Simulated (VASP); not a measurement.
Input of a VASP 6.6.1 run:

The input INCAR:

```
SYSTEM = MgO
  PREC = Accurate
  ENCUT = 520
  EDIFF = 1E-6
  ISMEAR = -1
  SIGMA = 0.05
  LREAL = .False.
  LASPH = .True.
  NELM = 100
  ALGO = Normal
  ISIF = 2
  LWAVE = .False.
  LCHARG = .True.
  GGA = PE
  LELF = .True.
  LVHAR = .True.
  NBANDS = 11
```

KPOINTS

```
regular mesh
0
Gamma
  9 9 9
  0 0 0
```

File POSCAR:

```
MgO
1.0
    0.0000000000      2.1285000000      2.1285000000
    2.1285000000      0.0000000000      2.1285000000
    2.1285000000      2.1285000000      0.0000000000
Mg O
1 1
Direct
    0.0000000000      0.0000000000      0.0000000000
    0.5000000000      0.5000000000      0.5000000000
```

Potentials or basis: VASP PAW PBE potentials, release 64 (Mg, O).

The run is started by

```bash
$ cat potpaw_PBE.64/Mg/POTCAR potpaw_PBE.64/O/POTCAR > POTCAR
$ mpirun -np 1 vasp_std > vasp.out
```

Predict the pressure.

-1.1 GPa.

What does it give for the band gap on the k mesh?

4.42 eV, direct.

**The experiment to reproduce.**

“Electronic structure of alkaline earth and post-transition metal oxides”, 2009, arxiv:0908.1581 quotes, for a bulk crystal of MgO: band gap 7.83 eV.

Against the measured gap of MgO, 7.83 eV (quoted in “Electronic structure of alkaline earth and post-transition metal oxides”, 2009, arxiv:0908.1581), the calculated 4.42 eV is off by -3.41 eV. The value is that of PBE, without temperature or zero-point motion. Semilocal functionals fall short of measured gaps as a rule.
